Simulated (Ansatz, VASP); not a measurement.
**Two plane-wave programs on HfB2**

INCAR

```
  ALGO = Normal
  EDIFF = 1E-8
  ENCUT = 420
  GGA = PS
  GGA_COMPAT = False
  ISIF = 2
  ISMEAR = -1
  LASPH = True
  LCHARG = False
  LEFG = True
  LREAL = False
  LWAVE = False
  NBANDS = 15
  NELM = 120
  PREC = Accurate
  SIGMA = 0.03
```

The input KPOINTS:

```
k-points
0
Gamma
  15 15 12
```

File POSCAR:

```
HfB2
1.0
    3.1400001005      0.0000000000      0.0000000000
   -1.5700000503      2.7193198549      0.0000000000
    0.0000000000      0.0000000000      3.4452000000
Hf B
1 2
Direct
    0.0000000000      0.0000000000      0.0000000000
    0.3333333333      0.6666666667      0.5000000000
    0.6666666667      0.3333333333      0.5000000000
```

Input for Ansatz:

```yaml
crystal:
  lattice:
    - [3.1400001005, 0.0, 0.0]
    - [-1.5700000503, 2.7193198549, 0.0]
    - [0.0, 0.0, 3.4452]
  atoms:
    - { symbol: Hf, position: [0.0, 0.0, 0.0] }
    - { symbol: B, position: [0.3333333333, 0.6666666667, 0.5] }
    - { symbol: B, position: [0.6666666667, 0.3333333333, 0.5] }
kpoints:
  mp_grid: { grid: [15, 15, 12] }
scf:
  occupations: { method: fermi_dirac, width: 0.03 }
hamiltonian:
  xc: pbesol
  pseudopotentials: { kind: paw }
output:
  forces: true
  stress: true
  eigenvalues: true
  efg: { contact_densities: true }
```

Change from the starting cell: zz strain of -1 %, PAW files.

Alike in both runs: task electric field gradients; functional PBEsol; k mesh 15 × 15 × 12; occupations fermi-dirac, width 0.03 eV; no spin polarisation.

|  | VASP | Ansatz |
| --- | --- | --- |
| version | VASP 6.6.1 | Ansatz 0.2.0 |
| potentials or method | VASP PAW PBE potentials, release 64 (Hf_pv, B) | PAW with Ansatz's default frozen-core files, scalar-relativistic |
| plane-wave cutoff (eV) | 420 | 420 |
| valence electrons in the cell | 16 | 32 |

```tsv
	VASP	Ansatz	Ansatz less VASP
size of Vzz on the site where it differs most (V/Å²)	78.2	105.7	+27.52
```

VASP's potentials were made for PBE, not for PBEsol. VASP's potentials hold 16 valence electrons a cell and Ansatz's 32, so a difference there can come from the potentials and not from the codes.

Spin-orbit coupling is off throughout.
